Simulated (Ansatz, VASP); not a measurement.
# TiAl3: VASP beside Ansatz

```
CELL_PARAMETERS angstrom
-1.92376 1.92376 4.30902
1.92376 -1.92376 4.30902
1.92376 1.92376 -4.30902
ATOMIC_POSITIONS crystal
Ti 0.00000 0.00000 0.00000
Al 0.25000 0.75000 0.50000
Al 0.75000 0.25000 0.50000
Al 0.50000 0.50000 0.00000
```

Change from the starting cell: volume scaled by 1.02.

Alike in both runs: task single point; functional LDA; k mesh 10 × 10 × 10; occupations fermi-dirac, width 0.05 eV; no spin polarisation.

|  | VASP | Ansatz |
| --- | --- | --- |
| version | VASP 6.6.1 | Ansatz 0.2.0 |
| potentials or method | VASP PAW LDA potentials, release 64 (Ti_sv, Al), cutoff 520 eV | all-electron LAPW, scalar-relativistic |

```tsv
	VASP	Ansatz	Ansatz less VASP
gap on the k mesh at the Fermi level (eV)	none	none	-
pressure (GPa)	-5.3	-5.5	-0.14
traceless stress, the component that is largest in VASP (GPa)	0.33	0.35	+0.018
```

LDA's correlation is that of Perdew and Zunger in VASP and of Perdew and Wang (1992) in Ansatz. A gap of «none» marks a metal or a gap that the smearing closes. Ansatz ran all-electron here, and VASP with PAW potentials.
